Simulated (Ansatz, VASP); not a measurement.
One calculation of TiSi2, two programs

Contents of POSCAR:

```
TiSi2
1.0
   -1.4728720000      1.7121300000      4.2120830000
    1.4728720000     -1.7121300000      4.2120830000
    1.4728720000      1.7121300000     -4.2120830000
Ti Si
1 2
Direct
    0.0000000000      0.0000000000      0.0000000000
    0.6700780000      0.6700780000      0.0000000000
    0.3299220000      0.3299220000      0.0000000000
```

The input INCAR.step1:

```
PREC = Accurate
ENCUT = 520
EDIFF = 1E-5
ISMEAR = -1
SIGMA = 0.05
LREAL = F
LASPH = T
NELM = 80
ALGO = Normal
ISIF = 2
LWAVE = T
LCHARG = F
GGA = PE
NBANDS = 17
LUSENCCL = F
```

The input INCAR.step2:

```
PREC = Accurate
ENCUT = 520
EDIFF = 1E-6
ISMEAR = -1
SIGMA = 0.05
LREAL = F
LASPH = T
NELM = 80
ALGO = Normal
ISIF = 2
LWAVE = F
LCHARG = F
GGA = PE
LHFCALC = T
AEXX = 0.25
HFSCREEN = 0.15
PRECFOCK = Normal
ISTART = 1
NBANDS = 17
LUSENCCL = F
```

File KPOINTS:

```
Automatic mesh
0
Gamma
  6 6 6
```

File input.yaml:

```yaml
crystal:
  lattice:
    - [-1.472872, 1.71213, 4.212083]
    - [1.472872, -1.71213, 4.212083]
    - [1.472872, 1.71213, -4.212083]
  atoms:
    - { symbol: Ti, position: [0.0, 0.0, 0.0] }
    - { symbol: Si, position: [0.670078, 0.670078, 0.0] }
    - { symbol: Si, position: [0.329922, 0.329922, 0.0] }
hamiltonian:
  xc:
    exchange: pbe
    correlation: pbe
    exx: { coeff: 0.25, omega: 0.15 }
  pseudopotentials: { kind: paw }
kpoints:
  mp_grid: { grid: [6, 6, 6] }
scf:
  occupations: { method: fermi_dirac, width: 0.05 }
output:
  forces: true
  stress: true
  eigenvalues: true
```

Alike in both runs: task single point; functional PBE-based screened hybrid with a share of 0.25 of exact exchange and HFSCREEN = 0.15; k mesh 6 × 6 × 6; occupations fermi-dirac, width 0.05 eV; no spin polarisation.

|  | VASP | Ansatz |
| --- | --- | --- |
| version | VASP 6.6.1 | Ansatz 0.2.0 |
| potentials or method | VASP PAW PBE potentials, release 64 (Ti_sv, Si) | Ansatz PAW |
| plane-wave cutoff (eV) | 520 | 420 |
| valence electrons in the cell | 20 | 20 |

|  | VASP | Ansatz | Ansatz less VASP |
| --- | --- | --- | --- |
| gap on the k mesh at the Fermi level (eV) | none | none | - |
| pressure (GPa) | -3.5 | -3.2 | +0.32 |
| traceless stress, the component that is largest in VASP (GPa) | 1.80 | 1.78 | -0.013 |
| rms of the force components (eV/Å) | 0.083 | 0.082 | -0.0007 |

VASP's potentials were made for PBE, not for PBE-based screened hybrid. Atom by atom the forces differ by 0.001 eV/Å (rms over components). A gap of «none» marks a metal or a gap that the smearing closes.

The k mesh is coarse, so the values compare programs but aren't converged.
